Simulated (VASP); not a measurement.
Write the native input for VASP 6.6.1 that does the following.

- Task: relaxation of cell and atoms
- Functional: PBE
- Potentials or basis: VASP PAW PBE potentials, release 64 (Pd, Pt)
- Cutoff: 600 eV
- k mesh: 4 × 4 × 4
- Occupations: gaussian, width 0.2 eV
- Spin: no spin polarisation
- Dipole correction: no
- Further INCAR settings: ALGO = Normal; EDIFF = 1e-06; IBRION = 2; EDIFFG = -0.08; NSW = 36; ISIF = 3

The structure of Pd4Pt lies in POSCAR:

```
Pd4Pt
1.0
   -2.6425715400      2.6425715400      2.6425715400
    2.6425715400     -2.6425715400      2.6425715400
    2.6425715400      2.6425715400     -2.6425715400
Pd Pt
4 1
Direct
    0.0000000000      0.0000000000      0.5000000000
    0.0000000000      0.5000000000      0.0000000000
    0.5000000000      0.0000000000      0.0000000000
    0.5000000000      0.5000000000      0.5000000000
    0.0000000000      0.0000000000      0.0000000000
```

The cell was generated, and may not be a known phase.

One way to write it, as run:

INCAR

```
SYSTEM = Pd4Pt
PREC = Accurate
ENCUT = 600
EDIFF = 1E-6
ISMEAR = 0
SIGMA = 0.2
LREAL = .FALSE.
LASPH = .TRUE.
NELM = 60
ALGO = Normal
ISIF = 3
LWAVE = .FALSE.
LCHARG = .FALSE.
GGA = PE
IBRION = 2
NSW = 36
EDIFFG = -0.08
```

KPOINTS

```
Automatic mesh
0
G
  4 4 4
  0 0 0
```

Potentials or basis: VASP PAW PBE potentials, release 64 (Pd, Pt).

Run with:

```console
$ cat potpaw_PBE.64/Pd/POTCAR potpaw_PBE.64/Pt/POTCAR > POTCAR
$ mpirun -np 1 vasp_std > vasp.out
```

It gave:

* Relaxed volume: 20.02 Å³/atom
* Relaxed cell: a = 5.066 Å, b = 5.066 Å, c = 5.066 Å, α = 109.47°, β = 109.47°, γ = 109.47°
* Space group after relaxing (to 0.1 Å): Im-3m (No. 229)
* Energy gained by relaxing: 926.9 meV/atom
* Ionic steps: 5
* Pressure after relaxing: 0.2 GPa
* Band gap on the k mesh: zero (bands 25 and 26 overlap by 1.46 eV)

Caveat: the k points lie up to 0.38 Å⁻¹ apart in the final cell, too coarse for converged energies and pressures of a metal; the volume moved by over 15 % at a fixed basis, so the end points are rough; spin-orbit coupling is left out, which moves the levels of the heavy elements.

Wall time 2.8 min on 1 thread of Intel Xeon 8259CL, on a shared host, peak memory 0.26 GiB.
